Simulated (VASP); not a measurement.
SiO2: relaxation of the atoms with PBE

The system is SiO2.

```xyz
12
Lattice="4.0970 0.0000 0.0000 0.0000 5.0462 0.0000 0.0000 0.0000 4.4946" Properties=species:S:1:pos:R:3 pbc="T T T"
Si    0.0000    0.7680    1.1237
Si    2.0485    1.7551    3.3710
Si    0.0000    4.2782    3.3710
Si    2.0485    3.2911    1.1237
O     3.0056    3.1514    4.1287
O     3.1399    4.4179    1.8814
O     0.9571    4.4179    0.3659
O     1.0914    3.1514    2.6132
O     1.0914    1.8948    0.3659
O     0.9571    0.6283    2.6132
O     3.1399    0.6283    4.1287
O     3.0056    1.8948    1.8814
```

```json
{
 "Program": "VASP 6.6.1",
 "Task": "relaxation of the atoms",
 "Functional": "PBE",
 "Potentials or basis": "VASP PAW PBE potentials, release 64 (Si, O)",
 "Cutoff": "520 eV",
 "k mesh": "5 × 4 × 4",
 "Occupations": "fermi-dirac, width 0.02 eV",
 "Spin": "no spin polarisation",
 "Dipole correction": "no",
 "Further INCAR settings": "ALGO = Normal; EDIFF = 1e-06; IBRION = 2; EDIFFG = -0.02; NSW = 80"
}
```

The energy gained by relaxing is 11.7 meV/atom. The ionic steps are 6 and the pressure after relaxing is 5.7 GPa. The largest force after relaxing is 0.006 eV/Å. The band gap on the k mesh is 5.59 eV.

Forces on the atoms (eV/Å):
```
Si   0.000  0.006  0.000
Si   0.000 -0.006  0.000
Si   0.000 -0.006  0.000
Si   0.000  0.006  0.000
O   -0.003  0.002  0.002
O    0.003 -0.002  0.002
O   -0.003 -0.002 -0.002
O    0.003  0.002 -0.002
O    0.003 -0.002 -0.002
O   -0.003  0.002 -0.002
O    0.003  0.002  0.002
O   -0.003 -0.002  0.002
```

Stress tensor (GPa, compression positive):
```
4.57 0.00 0.00
0.00 5.90 0.00
0.00 0.00 6.60
```

Step by step:
| step | energy change (eV) | largest force (eV/Å) | pressure (GPa) |
| --- | --- | --- | --- |
| 1 | 0.0000 | 0.9982 | 5.79 |
| 2 | -0.0743 | 0.6897 | 7.44 |
| 3 | -0.1250 | 0.2009 | 6.36 |
| 4 | -0.1378 | 0.0868 | 5.94 |
| 5 | -0.1402 | 0.0438 | 5.66 |
| 6 | -0.1406 | 0.0063 | 5.69 |

Final structure:
```yaml
crystal:
  lattice:
    - [4.09700, 0.00000, 0.00000]
    - [0.00000, 5.04620, 0.00000]
    - [0.00000, 0.00000, 4.49460]
  atoms:
    - { symbol: Si, position: [0.00000, 0.15267, 0.25000] }
    - { symbol: Si, position: [0.50000, 0.34733, 0.75000] }
    - { symbol: Si, position: [0.00000, 0.84733, 0.75000] }
    - { symbol: Si, position: [0.50000, 0.65267, 0.25000] }
    - { symbol: O, position: [0.73159, 0.61718, 0.91984] }
    - { symbol: O, position: [0.76841, 0.88282, 0.41984] }
    - { symbol: O, position: [0.23159, 0.88282, 0.08016] }
    - { symbol: O, position: [0.26841, 0.61718, 0.58016] }
    - { symbol: O, position: [0.26841, 0.38282, 0.08016] }
    - { symbol: O, position: [0.23159, 0.11718, 0.58016] }
    - { symbol: O, position: [0.76841, 0.11718, 0.91984] }
    - { symbol: O, position: [0.73159, 0.38282, 0.41984] }
```

Levels at points of the mesh, in eV from the valence-band top:
| k point | band 29 | band 30 | band 31 | band 32 | band 33 | band 34 | band 35 | band 36 |
| --- | --- | --- | --- | --- | --- | --- | --- | --- |
| (0.00, 0.00, 0.00) | -0.77 | -0.36 | -0.32 | 0.00 | 5.59 | 7.66 | 8.84 | 8.89 |
| (0.00, 0.50, 0.00) | -1.68 | -1.68 | -0.22 | -0.22 | 7.48 | 7.48 | 9.81 | 9.81 |
| (0.00, 0.00, 0.50) | -0.73 | -0.73 | -0.46 | -0.46 | 7.91 | 7.91 | 8.05 | 8.05 |
| (0.00, 0.50, 0.50) | -0.75 | -0.75 | -0.75 | -0.75 | 8.83 | 8.83 | 8.83 | 8.83 |

Run time: 3.9 min on 1 thread of Intel(R) Xeon(R) Platinum 8488C (Sapphire Rapids) (shared host), peak memory 0.23 GiB.

Expect the measured gap to be larger: semilocal functionals such as PBE lack the derivative discontinuity.
